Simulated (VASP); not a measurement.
Crystal: Sb.

```xyz
2
Lattice="3.1224 0.0000 0.0000 0.0000 4.3475 0.0000 -0.0389 0.0000 4.4059" Properties=species:S:1:pos:R:3 pbc="T T T"
Sb    0.0262    1.0869    1.0625
Sb    3.0573    3.2606    3.3433
```

| Property | Result |
| --- | --- |
| Program | VASP 6.6.1 |
| Task | relaxation of cell and atoms |
| Functional | PBE |
| Dispersion | D4 |
| Potentials or basis | VASP PAW PBE potentials, release 64 (Sb) |
| Cutoff | 600 eV |
| k mesh | 9 × 6 × 6 |
| Occupations | fermi-dirac, width 0.05 eV |
| Spin | no spin polarisation |

At the start: pressure -2.3 GPa; volume 29.90 Å³/atom.

Where does the relaxation end?

Over 19 steps the energy falls by 11.9 meV/atom and the volume is 28.61 Å³/atom (-4.3 %); space group P2_1/m (No. 11, to 0.1 Å) before, Pm-3m (No. 221, to 0.1 Å).

Step by step:
| step | energy change (eV) | largest force (eV/Å) | pressure (GPa) | volume (Å³) |
| --- | --- | --- | --- | --- |
| 1 | 0.0000 | 0.0641 | -2.26 | 59.81 |
| 2 | -0.0132 | 0.1465 | 1.38 | 56.23 |
| 3 | -0.0181 | 0.1170 | 0.04 | 57.40 |
| 4 | -0.0195 | 0.1033 | 0.04 | 57.34 |
| 5 | -0.0223 | 0.0529 | 0.09 | 57.17 |
| 6 | -0.0198 | 0.0456 | 0.45 | 56.82 |
| 7 | -0.0227 | 0.0286 | 0.14 | 57.08 |
| 8 | -0.0231 | 0.0187 | -0.19 | 57.41 |
| 9 | -0.0231 | 0.0204 | -0.11 | 57.32 |
| 10 | -0.0232 | 0.0172 | 0.10 | 57.14 |
| 11 | -0.0232 | 0.0180 | 0.05 | 57.19 |
| 12 | -0.0234 | 0.0159 | 0.07 | 57.17 |
| 13 | -0.0236 | 0.0212 | 0.12 | 57.11 |
| 14 | -0.0236 | 0.0220 | -0.06 | 57.28 |
| 15 | -0.0236 | 0.0219 | -0.03 | 57.25 |
| 16 | -0.0237 | 0.0188 | -0.02 | 57.25 |
| 17 | -0.0238 | 0.0118 | 0.00 | 57.23 |
| 18 | -0.0238 | 0.0083 | 0.00 | 57.23 |
| 19 | -0.0239 | 0.0056 | 0.01 | 57.22 |

Final structure:
```
Sb
1.0
     3.07269    0.00000    0.01426
     0.00000    4.28823    0.00000
    -0.01799    0.00000    4.34227
Sb
2
Cartesian
  -0.0007 1.0721 1.0845
  3.0554 3.2162 3.2721
```
